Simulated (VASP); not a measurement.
# Cs (Im-3m) in VASP: notebook

Cs is run at these levels: PBE; tasks: single point.

Program: VASP 6.6.1. These are calculated values, not measurements. Logs are shortened: lines on timing, memory, paths and dates and some standing lists are left out, and cuts for length are marked.

**1. The cell of the first run**

It takes space group Im-3m (No. 229, cubic). Conventional cell: a = 5.902 Å, b = 5.902 Å, c = 5.902 Å, α = 90.00°, β = 90.00°, γ = 90.00°.

**2. Single point, PBE (102.79 Å³/atom)**

File INCAR:

```
  PREC = Accurate
  ENCUT = 520
  EDIFF = 1E-6
  ISMEAR = 0
  SIGMA = 0.1
  LREAL = False
  LASPH = True
  NELM = 80
  ALGO = Normal
  ISIF = 2
  LWAVE = False
  LCHARG = False
  GGA = PE
  NBANDS = 10
```

File KPOINTS:

```
Automatic mesh
0
Gamma
  10 10 10
```

File POSCAR:

```
Cs
1.0
   -2.9509704872      2.9509704872      2.9509704872
    2.9509704872     -2.9509704872      2.9509704872
    2.9509704872      2.9509704872     -2.9509704872
Cs
1
Direct
    0.0000000000      0.0000000000      0.0000000000
```

Potentials or basis: VASP PAW PBE potentials, release 64 (Cs_sv).

Command:

```sh
cat potpaw_PBE.64/Cs_sv/POTCAR > POTCAR
mpirun -np 1 vasp_std > vasp.out
```

OUTCAR:

```text
PREC = Accurate
   ENCUT = 520
   EDIFF = 1E-6
   ISMEAR = 0
   LREAL = False
   LASPH = True
   NELM = 80
   ISIF = 2
   GGA = PE

 ion  position               nearest neighbor table
   1  0.000  0.000  0.000-

  LATTYP: Found a body centered cubic cell.
 ALAT       =     5.9019409744

  Lattice vectors:

 A1 = (  -2.9509704872,   2.9509704872,   2.9509704872)
 A2 = (   2.9509704872,  -2.9509704872,   2.9509704872)
 A3 = (   2.9509704872,   2.9509704872,  -2.9509704872)

Analysis of symmetry for initial positions (statically):
=====================================================================
 Subroutine PRICEL returns:
 Original cell was already a primitive cell.

 Routine SETGRP: Setting up the symmetry group for a
 body centered cubic supercell.

 Subroutine GETGRP returns: Found 48 space group operations
 (whereof 48 operations were pure point group operations)
 out of a pool of 48 trial point group operations.

The static configuration has the point symmetry O_h .

Analysis of symmetry for dynamics (positions and initial velocities):
=====================================================================
 Subroutine PRICEL returns:
 Original cell was already a primitive cell.

 Routine SETGRP: Setting up the symmetry group for a
 body centered cubic supercell.

 Subroutine GETGRP returns: Found 48 space group operations
 (whereof 48 operations were pure point group operations)
 out of a pool of 48 trial point group operations.

The dynamic configuration has the point symmetry O_h .

 Subroutine INISYM returns: Found 48 space group operations
 (whereof 48 operations are pure point group operations),
 and found     1 'primitive' translations

----------------------------------------------------------------------------------------

                                     Primitive cell

  volume of cell :     102.7909

  direct lattice vectors                    reciprocal lattice vectors
    -2.950970487  2.950970487  2.950970487     0.000000000  0.169435785  0.169435785
     2.950970487 -2.950970487  2.950970487     0.169435785  0.000000000  0.169435785
     2.950970487  2.950970487 -2.950970487     0.169435785  0.169435785  0.000000000

  length of vectors
     5.111230815  5.111230815  5.111230815     0.239618385  0.239618385  0.239618385

  position of ions in fractional coordinates (direct lattice)
     0.000000000  0.000000000  0.000000000
[... 80 lines left out ...]
   IBRION =     -1    ionic relax: 0-MD 1-quasi-New 2-CG
   NFREE  =      0    steps in history (QN), initial steepest desc. (CG)
   ISIF   =      2    stress and relaxation
   ISYM   =      2    0-nonsym 1-usesym 2-fastsym
   POTIM  = 0.5000    time-step for ionic-motion
   TEBEG  =    0.0;   TEEND  =   0.0 temperature during run
   PSTRESS=    0.0 pullay stress
   NELECT =       9.0000    total number of electrons
   NUPDOWN=      -1.0000    fix difference up-down
   EMIN   =  10.00;   EMAX   =-10.00  energy-range for DOS
   EFERMI =   0.00;   METHOD = LEGACY
   ISMEAR =     0;   SIGMA  =   0.10  broadening in eV -4-tet -1-fermi 0-gaus
   EFERMI_NEDOS =   21; number of points for ismear=-14 and -15
   IALGO  =     38    algorithm
   IMIX   =      4    mixing-type and parameters
     AMIX     =   0.40;   BMIX     =  1.00
     AMIX_MAG =   1.60;   BMIX_MAG =  1.00
  volume/ion in A,a.u.               =     102.79       693.67
  Fermi-wavevector in a.u.,A,eV,Ry     =   0.726949  1.373735  7.190071  0.528455
  Thomas-Fermi vector in A             =   1.818051
   LORBIT       =      0    0 simple, 1 ext, 2 COOP (PROOUT), +10 PAW based schemes
   GGA     = PE    functional components
   LHFCALC =     F    Hartree Fock is set to
   AEXX    =    0.0000 exact exchange contribution
   IVDW    =     0    specifies the selected vdW correction
   LEPSILON=     F    determine dielectric tensor
   LRPA    =     F    only Hartree local field effects (RPA)
 non-spin polarized calculation
 Gauss-broadening in eV      SIGMA  =   0.10
  energy-cutoff  :      520.00
  volume of cell :      102.79
 maximum number of plane-waves:      2787
 NGX is ok and might be reduce to    40
   NGX = 19   NGY = 19   NGZ = 19

 number of electron       9.0000002 magnetization

 Free energy of the ion-electron system (eV)
  ---------------------------------------------------
  ext. energy  EPLUGINS =         0.00000000
  ---------------------------------------------------
  free energy    TOTEN  =        -0.83864616 eV

  energy without entropy =       -0.82913159  energy(sigma->0) =       -0.83388888

 E-fermi :   0.7587     XC(G=0):  -5.6974

 val. band max:        0.7565695777   @ k =   0.4000   0.1000  -0.0000
 cond. band min:       0.7903070931   @ k =   0.3000   0.2000  -0.0000
 fundamental gap:      0.0337375154
 Fermi energy:         0.7587327458

 k-point     1 :       0.0000    0.0000    0.0000
  band No.  band energies     occupation
      1     -23.0498      2.00000
      2      -9.7716      2.00000
      3      -9.7716      2.00000
      4      -9.7716      2.00000
      5      -1.0409      2.00000
      6       3.3096      0.00000
      7       3.3096      0.00000
      8       3.3096      0.00000
      9       4.2527      0.00000
     10       4.2527      0.00000
[... 287 lines left out ...]
 k-point    24 :      -0.3000    0.3000    0.1000
  band No.  band energies     occupation
      1     -23.0414      2.00000
      2      -9.9021      2.00000
      3      -9.8214      2.00000
      4      -9.7871      2.00000
      5       0.0503      2.00000
      6       2.2662      0.00000
      7       2.7190      0.00000
      8       3.6020      0.00000
      9       4.3573      0.00000
     10       4.6630      0.00000

 [... further k-points ...]

------------------------ aborting loop because EDIFF is reached ----------------------------------------

  FORCE on cell =-STRESS in cart. coord.  units (eV):
  Direction    XX          YY          ZZ          XY          YZ          ZX
  --------------------------------------------------------------------------------------
  -------------------------------------------------------------------------------------
  Total        0.1954582      0.1954582      0.1954582      0.0000000      0.0000000     -0.0000000
  in kB        3.0465610      3.0465610      3.0465610      0.0000000      0.0000000     -0.0000000
  external PRESSURE =       3.0465610 kB  Pullay stress =       0.0000000 kB

 VOLUME and BASIS-vectors are now :
 -----------------------------------------------------------------------------
  energy-cutoff  :      520.00
  volume of cell :      102.79
      direct lattice vectors                 reciprocal lattice vectors
    -2.950970487  2.950970487  2.950970487     0.000000000  0.169435785  0.169435785
     2.950970487 -2.950970487  2.950970487     0.169435785  0.000000000  0.169435785
     2.950970487  2.950970487 -2.950970487     0.169435785  0.169435785  0.000000000

 POSITION                                       TOTAL-FORCE (eV/Angst)
 -----------------------------------------------------------------------------------
      0.00000      0.00000      0.00000        -0.000000      0.000000     -0.000000
 -----------------------------------------------------------------------------------
    total drift:                                0.000000     -0.000000     -0.000000

  FREE ENERGIE OF THE ION-ELECTRON SYSTEM (eV)
  ---------------------------------------------------
  free  energy   TOTEN  =        -0.8386461584 eV

  energy  without entropy=       -0.8291315933  energy(sigma->0) =       -0.83388888
```

stdout:

```text
POSCAR found type information on POSCAR Cs
 POSCAR found :  1 types and       1 ions
 scaLAPACK will be used
 LDA part: xc-table for (Slater+PW92), standard interpolation
 POSCAR, INCAR and KPOINTS ok, starting setup
 FFT: planning ... GRIDC
 FFT: planning ... GRID_SOFT
 FFT: planning ... GRID
 WAVECAR not read
 entering main loop
```

Run time: 16 s. Hardware: 1 thread of Intel Xeon 6975P-C (Granite Rapids), shared host; peak memory 0.24 GiB.

Results:

| Property | Result |
| --- | --- |
| Free energy | -0.8386 eV |
| Pressure | 0.3 GPa |
| Band gap on the k mesh | zero (an odd number of electrons rules out a gap without spin polarisation) |

Caveat: spin-orbit coupling is left out, which moves the levels of the heavy elements.

**3. Single point, PBE (106.30 Å³/atom)**

This run uses another cell than the first one, of 106.30 Å³/atom.

File INCAR:

```
SYSTEM = Cs
PREC     = Accurate       ! precision mode
ENCUT    = 520            ! plane-wave cutoff, eV
EDIFF    = 1E-6           ! SCF threshold, eV
ISMEAR   = 0              ! smearing method
SIGMA    = 0.1            ! smearing width, eV
LREAL    = .FALSE.        ! projectors in reciprocal space
LASPH    = .TRUE.         ! aspherical terms in the spheres
NELM     = 100            ! most SCF steps
ALGO     = Fast           ! electronic algorithm
ISIF     = 2              ! what is computed and relaxed
LWAVE    = .FALSE.        ! write WAVECAR
LCHARG   = .FALSE.        ! write CHGCAR
GGA      = PE             ! functional
NBANDS   = 10             ! bands
```

File KPOINTS:

```
Automatic mesh
0
G
  10 10 10
  0 0 0
```

File POSCAR:

```
Cs
1.0
   -2.9841302345      2.9841302345      2.9841302345
    2.9841302345     -2.9841302345      2.9841302345
    2.9841302345      2.9841302345     -2.9841302345
Cs
1
Direct
    0.0000000000      0.0000000000      0.0000000000
```

Potentials or basis: VASP PAW PBE potentials, release 64 (Cs_sv).

Command:

```sh
cat potpaw_PBE.64/Cs_sv/POTCAR > POTCAR
mpirun -np 1 vasp_std > vasp.out
```

Wall time 17 s (1 thread of Intel Xeon 6975P-C (Granite Rapids), shared host); peak memory 0.25 GiB.

It converged, with:

| Property | Result |
| --- | --- |
| Free energy | -0.8444 eV |
| Pressure | 0.2 GPa |
| Band gap on the k mesh | zero (an odd number of electrons rules out a gap without spin polarisation) |

Levels at points of the mesh, in eV from the Fermi level:
```
           k point  band 2  band 3  band 4  band 5  band 6  band 7
(0.00, 0.00, 0.00)  -10.55  -10.55  -10.55   -1.77    2.53    2.53
(0.50, 0.00, 0.00)  -10.73  -10.61  -10.55   -0.01    0.96    1.63
(0.50, 0.50, 0.50)  -10.68  -10.68  -10.68    0.57    0.57    3.22
```

Caveat: spin-orbit coupling is left out, which moves the levels of the heavy elements.
